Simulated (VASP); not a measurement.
Set up this calculation in VASP 6.6.1, as the native input.

* Task: single point
* Functional: PBE
* Potentials or basis: VASP PAW PBE potentials, release 64 (Cd_sv_GW, S)
* Cutoff: 540 eV
* k mesh: 10 × 10 × 10
* Occupations: gaussian, width 0.03 eV
* Spin: no spin polarisation
* Dipole correction: no
* Second run: valence_matched
* Further INCAR settings: ALGO = Normal; EDIFF = 1e-06; NBANDS = 20

The structure of CdS lies in POSCAR:

```
CdS
1.0
    0.0000000000      2.8909062000      2.6155818000
    2.8909062000      0.0000000000      2.6155818000
    2.8909062000      2.8909062000      0.0000000000
Cd S
1 1
Direct
    0.0000000000      0.0000000000      0.0000000000
    0.5000000000      0.5000000000      0.5000000000
```

This cell differs from its parent crystal: strain +0.050 along x and y, -0.050 along z.

The input as run:

INCAR

```
ALGO     = Normal         # electronic algorithm
EDIFF    = 1E-6           # SCF threshold, eV
ENCUT    = 540            # plane-wave cutoff, eV
GGA      = PE             # functional
GGA_COMPAT= False        
ISIF     = 2              # what is computed and relaxed
ISMEAR   = 0              # smearing method
LASPH    = True           # aspherical terms in the spheres
LCHARG   = True           # write CHGCAR
LELF     = True           # ELF
LREAL    = False          # projectors in reciprocal space
LVHAR    = True         
LWAVE    = False          # write WAVECAR
NBANDS   = 20             # bands
NELM     = 120            # most SCF steps
PREC     = Accurate       # precision mode
SIGMA    = 0.03           # smearing width, eV
```

KPOINTS

```
k-points
0
Gamma
  10 10 10
```

Potentials or basis: VASP PAW PBE potentials, release 64 (Cd_sv_GW, S).

The run is started by

```console
$ cat potpaw_PBE.64/Cd_sv_GW/POTCAR potpaw_PBE.64/S/POTCAR > POTCAR
$ mpirun -np 1 vasp_std > vasp.out
```

It gave:

* Pressure: -3.3 GPa
* Band gap on the k mesh: zero (band 13 reaches 4.21 eV, above the bottom of band 14 at 4.14 eV)

Caveat: the cell differs from its parent crystal (strain +0.050 along x and y, -0.050 along z).

Run time: 83 s on 1 thread of Intel(R) Xeon(R) Platinum 8488C (Sapphire Rapids), with other jobs on the host, peak memory 0.26 GiB.
